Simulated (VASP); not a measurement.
Runs of VASP 6.6.1 on TiPt3. The structure is that of space group Pm-3m (No. 221), or close to it. The cells are those of the table. 

```csv
cell,gap on the mesh (eV),pressure (GPa)
"a = 3.783 Å, 4 atoms",none,(a)
"a = 3.908 Å, 4 atoms",none,7.3
"a = 4.076 Å, 4 atoms",none,-17.9
"a = 3.987 Å, 4 atoms",none,-7.6
```

Alike in all rows: task single point; level PBE; potentials or basis VASP PAW PBE potentials, release 64 (Ti_sv, Pt); no spin polarisation; k mesh 10 × 10 × 10; cutoff (eV) 520; smearing gaussian 0.1 eV.

**Question.** Fill in the values left out.

**Answer.** (a) 41.0.

Caveats: spin-orbit coupling is left out, which moves the levels of the heavy elements; the cell stands under pressure (at least some runs); the cell stands under tension (at least some runs).

A k mesh can miss the band edges, and the runs leave out spin-orbit coupling on Pt.

A gap of «none» marks levels without a gap at the run's occupations.
